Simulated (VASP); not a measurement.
The system is LiF.

```xyz
2
Lattice="0.0000 1.9949 1.9949 1.9949 0.0000 1.9949 1.9949 1.9949 0.0000" Properties=species:S:1:pos:R:3 pbc="T T T"
Li    0.0000    0.0000    0.0000
F     1.9949    1.9949    1.9949
```

Base run:

| Item | Value |
| --- | --- |
| Program | VASP 6.6.1 |
| Functional | PBE |
| Potentials or basis | VASP PAW PBE potentials, release 64 (Li_sv, F) |
| Cutoff | 520 eV |
| k mesh | 8 × 8 × 8 |
| Occupations | gaussian, width 0.01 eV |
| Spin | no spin polarisation |

Its results: band gap on the k mesh 9.35 eV, direct.

Task: After a change of settings the same cell gave: band gap on the k mesh 10.55 eV, direct. Which change was it?
A. k mesh from 8 × 8 × 8 to 6 × 6 × 6
B. functional from PBE to PBEsol; k mesh from 8 × 8 × 8 to 6 × 6 × 6
C. functional from PBE to r2SCAN

Result: C.

r2SCAN gives the wider gap, since meta-GGAs in the generalised Kohn-Sham scheme recover part of the derivative discontinuity.
